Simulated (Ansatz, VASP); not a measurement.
Two plane-wave programs on SnSe

```
Sn Se
1.0
     0.00000    3.39084    3.39084
     3.39084    0.00000    3.39084
     3.39084    3.39084    0.00000
Sn Se
1 1
Direct
  0.00000 0.00000 0.00000
  0.75000 0.75000 0.75000
```

Alike in both runs: task single point; functional r2SCAN-based global hybrid; k mesh 4 × 4 × 4; occupations fermi-dirac, width 0.05 eV; no spin polarisation.

```csv
,VASP,Ansatz
version,VASP 6.6.1,Ansatz 0.2.0
potentials or method,"VASP PAW PBE potentials, release 64 (Sn_d, Se)",Ansatz PAW
plane-wave cutoff (eV),520,500
valence electrons in the cell,20,30
```

Ansatz gave:

- gap on the k mesh at the Fermi level (eV): 1.40
- least direct gap on the mesh (eV): 2.19
- pressure (GPa): -1.1

**Question.** What did VASP give for the same quantities?

**Answer.** gap on the k mesh at the Fermi level (eV): 1.48; least direct gap on the mesh (eV): 2.24; pressure (GPa): -1.3.

VASP's potentials were made for PBE, not for r2SCAN-based global hybrid. With one functional, cell and mesh, what is left measures potentials, basis and numerics. VASP's potentials hold 20 valence electrons a cell and Ansatz's 30, so a difference there can come from the potentials and not from the codes.
